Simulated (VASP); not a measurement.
Write the native input for VASP 6.6.1 that does the following.

| Property | Result |
| --- | --- |
| Task | single point |
| Functional | PBE |
| Potentials or basis | VASP PAW PBE potentials, release 64 (In_d) |
| Cutoff | 520 eV |
| k mesh | 10 × 10 × 10 |
| Occupations | fermi-dirac, width 0.1 eV |
| Spin | no spin polarisation |
| Dipole correction | no |
| Further INCAR settings | ALGO = Normal; EDIFF = 1e-06; NBANDS = 12 |

The structure of In lies in POSCAR:

```
In
1.0
   -1.6308702722      1.6308702722      2.4819183328
    1.6308702722     -1.6308702722      2.4819183328
    1.6308702722      1.6308702722     -2.4819183328
In
1
Direct
    0.0000000000      0.0000000000      0.0000000000
```

The input as run:

INCAR

```
SYSTEM = In
PREC     = Accurate       ! precision mode
ENCUT    = 520            ! plane-wave cutoff, eV
EDIFF    = 1E-6           ! SCF threshold, eV
ISMEAR   = -1             ! smearing method
SIGMA    = 0.1            ! smearing width, eV
LREAL    = .False.        ! projectors in reciprocal space
LASPH    = .True.         ! aspherical terms in the spheres
NELM     = 80             ! most SCF steps
ALGO     = Normal         ! electronic algorithm
ISIF     = 2              ! what is computed and relaxed
LWAVE    = .False.        ! write WAVECAR
LCHARG   = .False.        ! write CHGCAR
GGA      = PE             ! functional
NBANDS   = 12             ! bands
```

KPOINTS

```
regular mesh
0
Gamma
  10 10 10
  0 0 0
```

Potentials or basis: VASP PAW PBE potentials, release 64 (In_d).

Run with:

```console
$ cat potpaw_PBE.64/In_d/POTCAR > POTCAR
$ mpirun -np 1 vasp_std > vasp.out
```

It gave:

```json
{
  "Pressure": "1.5 GPa"
}
```

Wall time 46 s on 1 thread of Intel Xeon 8259CL, with other jobs on the host, peak memory 0.17 GiB.
